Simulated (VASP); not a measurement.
Wanted: the native input for a VASP 6.6.1 run.

```yaml
Task: single point
Functional: PBEsol
Potentials_or_basis: VASP PAW PBE potentials, release 64 (Zn, Au)
Cutoff: 520 eV
k_mesh: 13 × 13 × 13
Occupations: fermi-dirac, width 0.05 eV
Spin: no spin polarisation
Dipole_correction: no
Further_INCAR_settings: ALGO = Normal; EDIFF = 1e-06; NBANDS = 18
```

The structure of ZnAu lies in POSCAR:

```
ZnAu
1.0
    3.1182316222      0.0000000000      0.0000000000
    0.0000000000      3.1182316222      0.0000000000
    0.0000000000      0.0000000000      3.1182316222
Zn Au
1 1
Direct
    0.5000000000      0.5000000000      0.5000000000
    0.0000000000      0.0000000000      0.0000000000
```

The input as run:

INCAR

```
SYSTEM = ZnAu
ALGO = Normal
EDIFF = 1E-6
ENCUT = 520
GGA = PS
ISIF = 2
ISMEAR = -1
LASPH = .TRUE.
LCHARG = .FALSE.
LREAL = .FALSE.
LWAVE = .FALSE.
NBANDS = 18
NELM = 60
PREC = Accurate
SIGMA = 0.05
```

KPOINTS

```
k-points
0
G
  13 13 13
  0 0 0
```

Potentials or basis: VASP PAW PBE potentials, release 64 (Zn, Au).

The run is started by

```sh
$ cat potpaw_PBE.64/Zn/POTCAR potpaw_PBE.64/Au/POTCAR > POTCAR
$ mpirun -np 1 vasp_std > vasp.out
```

Results of the run:

```json
{
  "Pressure": "1.6 GPa",
  "Band gap on the k mesh": "zero (an odd number of electrons rules out a gap without spin polarisation)"
}
```

Caveat: the PAW data sets were made with another functional, which shifts forces and pressure a little; spin-orbit coupling is left out, which moves the levels of the heavy elements.

It took 47 s on 1 thread of Intel Xeon 8259CL, on a shared host, peak memory 0.17 GiB.
